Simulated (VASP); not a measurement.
# P (Fd-3m) in VASP: a series of runs

P is run at these levels: LDA; tasks: single point, relaxation of cell and atoms.

Everything below comes from runs of VASP 6.6.1. Logs are shortened: lines on timing, memory, paths and dates and some standing lists are left out, and cuts for length are marked.

## 1. The cell of the first run

Symmetry: Fd-3m, No. 227, cubic system. The conventional cell has a = 5.205 Å, b = 5.205 Å, c = 5.205 Å, α = 90.00°, β = 90.00°, γ = 90.00°. P (site symmetry -43m) has 4 P at 2.25 Å within 3.0 Å.

This isn't the form of P at room conditions, which is orthorhombic.

## 2. Single point, LDA (17.62 Å³/atom)

Contents of INCAR:

```
ALGO = Normal ; EDIFF = 1E-6
ENCUT = 520 ; ISIF = 2
ISMEAR = -1 ; LASPH = T
LCHARG = F ; LREAL = F
LWAVE = F ; NBANDS = 12
NELM = 100 ; PREC = Accurate
SIGMA = 0.1
```

Contents of KPOINTS:

```
k-points
0
Gamma
  12 12 12
```

Contents of POSCAR:

```
P
1.0
    0.0000000000      2.6022674016      2.6022674016
    2.6022674016      0.0000000000      2.6022674016
    2.6022674016      2.6022674016      0.0000000000
P
2
Direct
   -0.1250000000     -0.1250000000     -0.1250000000
    0.1250000000      0.1250000000      0.1250000000
```

Potentials or basis: VASP PAW LDA potentials, release 64 (P).

On the command line:

```sh
$ cat potpaw_LDA.64/P/POTCAR > POTCAR
$ mpirun -np 1 vasp_std > vasp.out
```

OUTCAR:

```text
EDIFF = 1E-6
   ENCUT = 520
   ISIF = 2
   ISMEAR = -1
   LASPH = T
   LREAL = F
   NELM = 100
   PREC = Accurate

 ion  position               nearest neighbor table
   1  0.875  0.875  0.875-   2 2.25   2 2.25   2 2.25   2 2.25
   2  0.125  0.125  0.125-   1 2.25   1 2.25   1 2.25   1 2.25

  LATTYP: Found a face centered cubic cell.
 ALAT       =     5.2045348032

  Lattice vectors:

 A1 = (   0.0000000000,   2.6022674016,   2.6022674016)
 A2 = (   2.6022674016,   0.0000000000,   2.6022674016)
 A3 = (   2.6022674016,   2.6022674016,   0.0000000000)

Analysis of symmetry for initial positions (statically):
=====================================================================
 Subroutine PRICEL returns:
 Original cell was already a primitive cell.

 Routine SETGRP: Setting up the symmetry group for a
 face centered cubic supercell.

 Subroutine GETGRP returns: Found 48 space group operations
 (whereof 12 operations were pure point group operations)
 out of a pool of 48 trial point group operations.

The static configuration has the point symmetry D_3d.
 The point group associated with its full space group is O_h .

Analysis of symmetry for dynamics (positions and initial velocities):
=====================================================================
 Subroutine PRICEL returns:
 Original cell was already a primitive cell.

 Routine SETGRP: Setting up the symmetry group for a
 face centered cubic supercell.

 Subroutine GETGRP returns: Found 48 space group operations
 (whereof 12 operations were pure point group operations)
 out of a pool of 48 trial point group operations.

The dynamic configuration has the point symmetry D_3d.
 The point group associated with its full space group is O_h .

 Subroutine INISYM returns: Found 48 space group operations
 (whereof 12 operations are pure point group operations),
 and found     1 'primitive' translations

----------------------------------------------------------------------------------------

                                     Primitive cell

  volume of cell :      35.2440

  direct lattice vectors                    reciprocal lattice vectors
     0.000000000  2.602267402  2.602267402    -0.192140131  0.192140131  0.192140131
     2.602267402  0.000000000  2.602267402     0.192140131 -0.192140131  0.192140131
     2.602267402  2.602267402  0.000000000     0.192140131  0.192140131 -0.192140131

  length of vectors
     3.680161852  3.680161852  3.680161852     0.332796469  0.332796469  0.332796469

  position of ions in fractional coordinates (direct lattice)
     0.875000000  0.875000000  0.875000000
     0.125000000  0.125000000  0.125000000

  ion indices of the primitive-cell ions
   primitive index   ion index
                 1           1
                 2           2

----------------------------------------------------------------------------------------

 KPOINTS: k-points

Automatic generation of k-mesh.
 Grid dimensions read from file:
 generate k-points for:   12   12   12

 Generating k-lattice:

  Cartesian coordinates                     Fractional coordinates (reciprocal lattice)
    -0.016011678  0.016011678  0.016011678     0.083333333  0.000000000  0.000000000
     0.016011678 -0.016011678  0.016011678     0.000000000  0.083333333  0.000000000
     0.016011678  0.016011678 -0.016011678     0.000000000  0.000000000  0.083333333

  Length of vectors
     0.027733039  0.027733039  0.027733039

  Shift w.r.t. Gamma in fractional coordinates (k-lattice)
     0.000000000  0.000000000  0.000000000

 Subroutine IBZKPT returns following result:
 ===========================================

 Found     72 irreducible k-points:

 Following reciprocal coordinates:
            Coordinates               Weight
  0.000000  0.000000  0.000000      1.000000
  0.083333  0.000000  0.000000      8.000000
  0.166667  0.000000  0.000000      8.000000
  0.250000  0.000000  0.000000      8.000000
  0.333333  0.000000  0.000000      8.000000
  0.416667  0.000000  0.000000      8.000000
[... 16 lines left out ...]
  0.500000  0.166667  0.000000     24.000000
 -0.416667  0.166667  0.000000     24.000000
 [... further k-points ...]
   k-points           NKPTS =     72   k-points in BZ     NKDIM =     72   number of bands    NBANDS=     12
   number of dos      NEDOS =    301   number of ions     NIONS =      2
   total plane-waves  NPLWV =  21952
   dimension x,y,z NGX =    28 NGY =   28 NGZ =   28
   dimension x,y,z NGXF=    56 NGYF=   56 NGZF=   56
   ions per type =               2
   NGX,Y,Z   is equivalent  to a cutoff of  12.65, 12.65, 12.65 a.u.
   NGXF,Y,Z  is equivalent  to a cutoff of  25.30, 25.30, 25.30 a.u.
 SYSTEM =  unknown system
   PREC   = accura    normal or accurate (medium, high low for compatibility)
   ISTART =      0    job   : 0-new  1-cont  2-samecut
   ICHARG =      2    charge: 1-file 2-atom 10-const
   ISPIN  =      1    spin polarized calculation?
   LNONCOLLINEAR =      F non collinear calculations
   LSORBIT =      F    spin-orbit coupling
   LASPH  =      T    aspherical Exc in radial PAW
   ENCUT  =  520.0 eV  38.22 Ry    6.18 a.u.   6.84  6.84  6.84*2*pi/ulx,y,z
   NELM   =    100;   NELMIN=  2; NELMDL= -5     # of ELM steps
   EDIFF  = 0.1E-05   stopping-criterion for ELM
   LREAL  =      F    real-space projection
   EDIFFG = 0.1E-04   stopping-criterion for IOM
   NSW    =      0    number of steps for IOM
   IBRION =     -1    ionic relax: 0-MD 1-quasi-New 2-CG
   NFREE  =      0    steps in history (QN), initial steepest desc. (CG)
   ISIF   =      2    stress and relaxation
   ISYM   =      2    0-nonsym 1-usesym 2-fastsym
   POTIM  = 0.5000    time-step for ionic-motion
   TEBEG  =    0.0;   TEEND  =   0.0 temperature during run
   PSTRESS=    0.0 pullay stress
   NELECT =      10.0000    total number of electrons
   NUPDOWN=      -1.0000    fix difference up-down
   EMIN   =  10.00;   EMAX   =-10.00  energy-range for DOS
   EFERMI =   0.00;   METHOD = LEGACY
   ISMEAR =    -1;   SIGMA  =   0.10  broadening in eV -4-tet -1-fermi 0-gaus
   EFERMI_NEDOS =   21; number of points for ismear=-14 and -15
   IALGO  =     38    algorithm
   IMIX   =      4    mixing-type and parameters
     AMIX     =   0.40;   BMIX     =  1.00
     AMIX_MAG =   1.60;   BMIX_MAG =  1.00
  volume/ion in A,a.u.               =      17.62       118.92
  Fermi-wavevector in a.u.,A,eV,Ry     =   1.075754  2.032880 15.745293  1.157246
  Thomas-Fermi vector in A             =   2.211619
   LORBIT       =      0    0 simple, 1 ext, 2 COOP (PROOUT), +10 PAW based schemes
   GGA     = CA    functional components
   LHFCALC =     F    Hartree Fock is set to
   AEXX    =    0.0000 exact exchange contribution
   IVDW    =     0    specifies the selected vdW correction
   LEPSILON=     F    determine dielectric tensor
   LRPA    =     F    only Hartree local field effects (RPA)
 non-spin polarized calculation
  energy-cutoff  :      520.00
  volume of cell :       35.24
 maximum number of plane-waves:       960
   NGX = 13   NGY = 13   NGZ = 13

 number of electron      10.0000001 magnetization

 Free energy of the ion-electron system (eV)
  ---------------------------------------------------
  ext. energy  EPLUGINS =         0.00000000
  ---------------------------------------------------
  free energy    TOTEN  =       -10.96049943 eV

  energy without entropy =      -10.92954199  energy(sigma->0) =      -10.94502071

 E-fermi :   7.7342     XC(G=0): -10.3771

 val. band max:        7.7205948022   @ k =   0.4167   0.3333   0.0833
 cond. band min:       7.7453521599   @ k =  -0.4167   0.4167   0.0000
 fundamental gap:      0.0247573577
 Fermi energy:         7.7342211336

 k-point     1 :       0.0000    0.0000    0.0000
  band No.  band energies     occupation
      1      -8.6556      2.00000
      2       4.1943      2.00000
      3       4.1943      2.00000
      4       4.1943      2.00000
      5       5.5508      2.00000
      6       7.5188      1.79218
      7       7.5188      1.79218
      8       7.5188      1.79218
      9      13.8163      0.00000
     10      14.2590      0.00000
     11      14.2590      0.00000
     12      18.0722      0.00000

 k-point     2 :       0.0833    0.0000    0.0000
  band No.  band energies     occupation
      1      -8.5641      2.00000
      2       3.0635      2.00000
      3       4.0693      2.00000
      4       4.0693      2.00000
      5       6.2081      2.00000
      6       7.7102      1.11960
      7       7.7102      1.11960
      8       7.8680      0.41588
      9      14.0059      0.00000
     10      14.0059      0.00000
     11      14.1826      0.00000
     12      17.7609      0.00000

 k-point     3 :       0.1667    0.0000    0.0000
  band No.  band energies     occupation
      1      -8.2936      2.00000
      2       1.4342      2.00000
      3       3.7844      2.00000
      4       3.7844      2.00000
      5       6.2700      2.00000
      6       8.1441      0.03263
      7       8.1441      0.03263
      8       9.1638      0.00000
      9      13.6414      0.00000
     10      13.6414      0.00000
     11      14.9937      0.00000
     12      17.3638      0.00000
[... 286 lines left out ...]
 k-point    23 :       0.5000    0.1667    0.0000
  band No.  band energies     occupation
      1      -6.2463      2.00000
      2      -2.9192      2.00000
      3       1.5076      2.00000
      4       2.5217      2.00000
      5       6.8090      1.99981
      6       8.9393      0.00001
      7       9.9430      0.00000
      8      11.7842      0.00000
      9      15.0817      0.00000
     10      16.7056      0.00000
     11      17.2303      0.00000
     12      18.0161      0.00000

 k-point    24 :      -0.4167    0.1667    0.0000
  band No.  band energies     occupation
      1      -6.1513      2.00000
      2      -3.0571      2.00000
      3       1.3197      2.00000
      4       2.6825      2.00000
      5       6.8435      1.99973
      6       9.0441      0.00000
      7       9.7227      0.00000
      8      13.0909      0.00000
      9      13.9603      0.00000
     10      14.9800      0.00000
     11      17.6841      0.00000
     12      18.8048      0.00000

 [... further k-points ...]
[... 5 lines left out ...]
  --------------------------------------------------------------------------------------
  -------------------------------------------------------------------------------------
  Total        1.0589381      1.0589381      1.0589381      0.0000000      0.0000000     -0.0000000
  in kB       48.1388148     48.1388148     48.1388148      0.0000000      0.0000000     -0.0000000
  external PRESSURE =      48.1388148 kB  Pullay stress =       0.0000000 kB

 VOLUME and BASIS-vectors are now :
 -----------------------------------------------------------------------------
  energy-cutoff  :      520.00
  volume of cell :       35.24
      direct lattice vectors                 reciprocal lattice vectors
     0.000000000  2.602267402  2.602267402    -0.192140131  0.192140131  0.192140131
     2.602267402  0.000000000  2.602267402     0.192140131 -0.192140131  0.192140131
     2.602267402  2.602267402  0.000000000     0.192140131  0.192140131 -0.192140131

 POSITION                                       TOTAL-FORCE (eV/Angst)
 -----------------------------------------------------------------------------------
      4.55397      4.55397      4.55397        -0.000000      0.000000     -0.000000
      0.65057      0.65057      0.65057         0.000000     -0.000000      0.000000
 -----------------------------------------------------------------------------------
    total drift:                               -0.000000     -0.000000     -0.000000

  FREE ENERGIE OF THE ION-ELECTRON SYSTEM (eV)
  ---------------------------------------------------
  free  energy   TOTEN  =       -10.9604994324 eV

  energy  without entropy=      -10.9295419941  energy(sigma->0) =      -10.94502071
```

It took 33 s on 1 thread of Intel Xeon 8259CL, shared host; peak memory 0.14 GiB.

What came out:

| Property | Result |
| --- | --- |
| Free energy | -10.9605 eV |
| Pressure | 4.8 GPa |
| Band gap on the k mesh | zero (bands 5 and 6 overlap by 3.59 eV) |

Caveat: the cell stands under pressure.

## 3. Single point, LDA

This run uses another cell than the first one, of 19.15 Å³/atom.

Contents of INCAR:

```
SYSTEM = P
PREC = Accurate
ENCUT = 520
EDIFF = 1E-7
ISMEAR = -1
SIGMA = 0.1
LREAL = .FALSE.
LASPH = .TRUE.
NELM = 100
ALGO = Normal
ISIF = 2
LWAVE = .FALSE.
LCHARG = .FALSE.
NBANDS = 12
```

Contents of KPOINTS:

```
Automatic mesh
0
G
  12 12 12
  0 0 0
```

Contents of POSCAR:

```
P
1.0
    0.0000000000      2.6756089844      2.6756089844
    2.6756089844      0.0000000000      2.6756089844
    2.6756089844      2.6756089844      0.0000000000
P
2
Direct
   -0.1250000000     -0.1250000000     -0.1250000000
    0.1250000000      0.1250000000      0.1250000000
```

Potentials or basis: VASP PAW LDA potentials, release 64 (P).

On the command line:

```sh
$ cat potpaw_LDA.64/P/POTCAR > POTCAR
$ mpirun -np 1 vasp_std > vasp.out
```

Wall time 38 s (1 thread of Intel Xeon 8259CL, shared host); peak memory 0.15 GiB.

Results (log left out):

- Free energy: -11.0037 eV
- Pressure: -0.1 GPa
- Band gap on the k mesh: zero (bands 5 and 6 overlap by 3.11 eV)

Levels at points of the mesh, in eV from the Fermi level:
```
           k point  band 2  band 3  band 4  band 5  band 6  band 7  band 8  band 9
(0.00, 0.00, 0.00)   -3.27   -3.27   -3.27   -2.92   -0.07   -0.07   -0.07    5.89
(0.50, 0.00, 0.00)  -10.31   -4.37   -4.37   -2.37    1.17    1.17    5.84    8.32
(0.50, 0.50, 0.00)  -11.79   -5.76   -5.76   -1.45   -1.45    6.10    6.10    8.91
```

## 4. Single point, LDA

This run uses another cell than the first one, of 19.15 Å³/atom.

Contents of INCAR:

```
SYSTEM = P
PREC = Accurate
ENCUT = 520
EDIFF = 1E-6
ISMEAR = -1
SIGMA = 0.1
LREAL = .FALSE.
LASPH = .TRUE.
NELM = 60
ALGO = Normal
ISIF = 2
LWAVE = .FALSE.
LCHARG = .FALSE.
GGA = CA
NBANDS = 12
```

KPOINTS is that of step 3.

POSCAR is that of step 3.

On the command line:

```sh
$ cat potpaw_LDA.64/P/POTCAR > POTCAR
$ mpirun -np 1 vasp_std > vasp.out
```

Run time: 35 s. Hardware: 1 thread of Intel Xeon 8259CL, shared host; peak memory 0.15 GiB.

It converged, with:

```
Free energy            : -11.0037 eV
Pressure               : -0.1 GPa
Band gap on the k mesh : zero (bands 5 and 6 overlap by 3.11 eV)
```

Levels at points of the mesh, in eV from the Fermi level:
| k point | band 2 | band 3 | band 4 | band 5 | band 6 | band 7 | band 8 | band 9 |
| --- | --- | --- | --- | --- | --- | --- | --- | --- |
| (0.00, 0.00, 0.00) | -3.27 | -3.27 | -3.27 | -2.92 | -0.07 | -0.07 | -0.07 | 5.89 |
| (0.50, 0.00, 0.00) | -10.31 | -4.37 | -4.37 | -2.37 | 1.17 | 1.17 | 5.84 | 8.32 |
| (0.50, 0.50, 0.00) | -11.79 | -5.76 | -5.76 | -1.45 | -1.45 | 6.10 | 6.10 | 8.91 |

## 5. Relaxation of cell and atoms, LDA

This run uses another cell than the first one, of 18.75 Å³/atom.

Contents of INCAR:

```
SYSTEM = P
PREC     = Accurate       ! precision mode
ENCUT    = 600            ! plane-wave cutoff, eV
EDIFF    = 1E-6           ! SCF threshold, eV
ISMEAR   = -1             ! smearing method
SIGMA    = 0.1            ! smearing width, eV
LREAL    = .FALSE.        ! projectors in reciprocal space
LASPH    = .TRUE.         ! aspherical terms in the spheres
NELM     = 100            ! most SCF steps
ALGO     = Normal         ! electronic algorithm
ISIF     = 3              ! what is computed and relaxed
LWAVE    = .FALSE.        ! write WAVECAR
LCHARG   = .FALSE.        ! write CHGCAR
GGA      = CA             ! functional
IBRION   = 2              ! ionic algorithm
NSW      = 60             ! ionic steps
EDIFFG   = -0.005         ! ionic threshold
```

KPOINTS is that of step 4.

Contents of POSCAR:

```
P
1.0
    0.0000000000      2.6566464230      2.6566464230
    2.6566464230      0.0000000000      2.6566464230
    2.6566464230      2.6566464230      0.0000000000
P
2
Direct
   -0.1250000000     -0.1250000000     -0.1250000000
    0.1250000000      0.1250000000      0.1250000000
```

On the command line:

```sh
$ cat potpaw_LDA.64/P/POTCAR > POTCAR
$ mpirun -np 1 vasp_std > vasp.out
```

Run time: 53 s. Hardware: 1 thread of Intel Xeon 8259CL, shared host; peak memory 0.15 GiB.

It converged, with:

- Free energy: -11.0039 eV
- Relaxed volume: 19.13 Å³/atom
- Relaxed cell: a = 3.782 Å, b = 3.782 Å, c = 3.782 Å, α = 60.00°, β = 60.00°, γ = 60.00°
- Space group after relaxing (to 0.1 Å): Fd-3m (No. 227)
- Energy gained by relaxing: 1.2 meV/atom
- Ionic steps: 3
- Pressure after relaxing: 0.0 GPa
- Band gap on the k mesh: zero (bands 5 and 6 overlap by 3.11 eV)

Step by step:
| step | energy change (eV) | largest force (eV/Å) | pressure (GPa) | volume (Å³) |
| --- | --- | --- | --- | --- |
| 1 | 0.0000 | 0.0000 | 1.06 | 37.50 |
| 2 | -0.0025 | 0.0000 | 0.11 | 38.17 |
| 3 | -0.0025 | 0.0000 | 0.00 | 38.26 |

Final structure:
```
P
1.0
     0.00000    2.67444    2.67444
     2.67444    0.00000    2.67444
     2.67444    2.67444    0.00000
P
2
Direct
  0.87500 0.87500 0.87500
  0.12500 0.12500 0.12500
```

Levels at points of the mesh, in eV from the Fermi level:
| k point | band 1 | band 2 | band 3 | band 4 | band 5 | band 6 | band 7 | band 8 | band 9 |
| --- | --- | --- | --- | --- | --- | --- | --- | --- | --- |
| (0.00, 0.00, 0.00) | -15.62 | -3.28 | -3.28 | -3.28 | -2.91 | -0.08 | -0.08 | -0.08 | 5.89 |
| (0.50, 0.00, 0.00) | -13.60 | -10.32 | -4.38 | -4.38 | -2.37 | 1.17 | 1.17 | 5.84 | 8.33 |
| (0.50, 0.50, 0.00) | -11.79 | -11.79 | -5.77 | -5.77 | -1.45 | -1.45 | 6.11 | 6.11 | 8.92 |

## 6. Overview

| task | cell | cutoff (eV) | gap on the mesh (eV) | pressure (GPa) |
| --- | --- | --- | --- | --- |
| single point | a = 3.680 Å, angles 60.0°, 2 atoms | 520 | none | 4.8 |
| single point | a = 3.784 Å, angles 60.0°, 2 atoms | 520 | none | -0.1 |
| relaxation of cell and atoms | relaxed from a = 3.757 Å, angles 60.0°, 2 atoms | 600 | none | 0.0 |

Alike in all rows: level LDA; potentials or basis VASP PAW LDA potentials, release 64 (P); no spin polarisation; k mesh 12 × 12 × 12; smearing fermi-dirac 0.1 eV.

Caveats: the cell stands under pressure (at least some runs).

Absolute energies hang on the potentials; compare differences alone.

The gap in the log of VASP goes by the Fermi energy; the results here count the filled bands.